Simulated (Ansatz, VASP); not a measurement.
**Ga: VASP beside Ansatz**

INCAR

```
SYSTEM = Ga
  PREC = Accurate
  ENCUT = 600
  EDIFF = 1E-7
  ISMEAR = -1
  SIGMA = 0.1
  LREAL = .False.
  LASPH = .True.
  NELM = 80
  ALGO = Normal
  ISIF = 3
  LWAVE = .False.
  LCHARG = .False.
  IBRION = 2
  NSW = 80
  EDIFFG = -0.01
```

The input KPOINTS:

```
regular mesh
0
Gamma
  13 13 13
  0 0 0
```

Contents of POSCAR:

```
Ga
1.0
    0.0000000000      2.1397919757      2.1397919757
    2.1397919757      0.0000000000      2.1397919757
    2.1397919757      2.1397919757      0.0000000000
Ga
1
Direct
    0.0000000000      0.0000000000      0.0000000000
```

Input for Ansatz:

```yaml
crystal:
  lattice:
    - [0.0, 2.1397919757, 2.1397919757]
    - [2.1397919757, 0.0, 2.1397919757]
    - [2.1397919757, 2.1397919757, 0.0]
  atoms:
    - { symbol: Ga, position: [0.0, 0.0, 0.0] }
hamiltonian:
  xc: lda
  pseudopotentials:
    kind: paw
    azcp:
      Ga: "pseudopotentials/Ga.paw.azcp"
basis:
  ecutwfc: 420
  fft_grid_basis: typed
kpoints:
  mp_grid: { grid: [13, 13, 13], shift: [0, 0, 0] }
magnetization:
  spin_polarized: false
scf:
  occupations: { method: fermi_dirac, width: 0.1 }
relax:
  max_steps: 60
  f_tol: 0.01
  cell: {}
```

Alike in both runs: task relaxation of cell and atoms; functional LDA; k mesh 13 × 13 × 13; occupations fermi-dirac, width 0.1 eV; no spin polarisation.

```csv
,VASP,Ansatz
version,VASP 6.6.1,Ansatz 0.2.0
potentials or method,"VASP PAW LDA potentials, release 64 (Ga_d), cutoff 600 eV","plane waves (420 eV) with PAW, scalar-relativistic"
valence electrons in the cell,13,13
```

Ansatz gave:

```
relaxed volume (Å³/atom)                                     : 17.19
relaxed cell length with the largest relative difference (Å) : 2.897
```

Which values does VASP return?

Relaxed volume (Å³/atom): 17.23; relaxed cell length with the largest relative difference (Å): 2.899.

Ansatz warns that its potentials were made for another functional, while VASP's fit it. LDA's correlation is that of Perdew and Zunger in VASP and of Perdew and Wang (1992) in Ansatz.
